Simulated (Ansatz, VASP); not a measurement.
**Ag2O: VASP beside Ansatz**

```
Ag O
1.0
     4.83686    0.00000    0.00000
     0.00000    4.83686    0.00000
     0.00000    0.00000    4.83686
Ag O
4 2
Direct
  0.75000 0.75000 0.75000
  0.75000 0.25000 0.25000
  0.25000 0.25000 0.75000
  0.25000 0.75000 0.25000
  0.00000 0.00000 0.00000
  0.50000 0.50000 0.50000
```

Alike in both runs: task single point; functional BLYP; k mesh 6 × 6 × 6; occupations gaussian, width 0.05 eV; no spin polarisation.

|  | VASP | Ansatz |
| --- | --- | --- |
| version | VASP 6.6.1 | Ansatz 0.2.0 |
| potentials or method | VASP PAW PBE potentials, release 64 (Ag, O), cutoff 600 eV | scalar-relativistic, plane waves, PAW |
| valence electrons in the cell | 56 | 88 |

VASP gave:

| Quantity | Value |
| --- | --- |
| gap on the k mesh at the Fermi level (eV) | 0.04 |
| least direct gap on the mesh (eV) | 0.04 |
| pressure (GPa) | 2.9 |

Question: Which values does Ansatz return?

Answer: gap on the k mesh at the Fermi level (eV): 0.03; least direct gap on the mesh (eV): 0.03; pressure (GPa): 2.8.

VASP's potentials were made for PBE, not for BLYP. VASP's potentials hold 56 valence electrons a cell and Ansatz's 88, so a difference there can come from the potentials and not from the codes.
